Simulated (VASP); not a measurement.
A run of VASP 6.6.1:

The input INCAR:

```
ALGO = Normal ; EDIFF = 1E-6
ENCUT = 520 ; GGA = PE
ISIF = 2 ; ISMEAR = 0
LASPH = T ; LCHARG = T
LELF = T ; LREAL = F
LVHAR = T ; LWAVE = F
NBANDS = 16 ; NELM = 80
PREC = Accurate ; SIGMA = 0.05
```

KPOINTS

```
k-points
0
Gamma
  12 12 6
```

The input POSCAR:

```
SiC
1.0
    3.1383665354      0.0000000000      0.0000000000
   -1.5691832677      2.7179051461      0.0000000000
    0.0000000000      0.0000000000      5.0737646004
Si C
2 2
Direct
    0.3333333333      0.6666666667      0.0045636718
    0.6666666667      0.3333333333      0.5045636718
    0.3333333333      0.6666666667      0.3804363282
    0.6666666667      0.3333333333      0.8804363282
```

Potentials or basis: VASP PAW PBE potentials, release 64 (Si, C).

Launch:

```bash
$ cat potpaw_PBE.64/Si/POTCAR potpaw_PBE.64/C/POTCAR > POTCAR
$ mpirun -np 1 vasp_std > vasp.out
```

Hardware: 1 thread of Intel Xeon 8259CL (shared host).

Estimate the wall time of this run.

Run time: 54 s on 1 thread of Intel Xeon 8259CL, on a shared host, peak memory 0.18 GiB. Counts: scf iterations 13, k points 76.
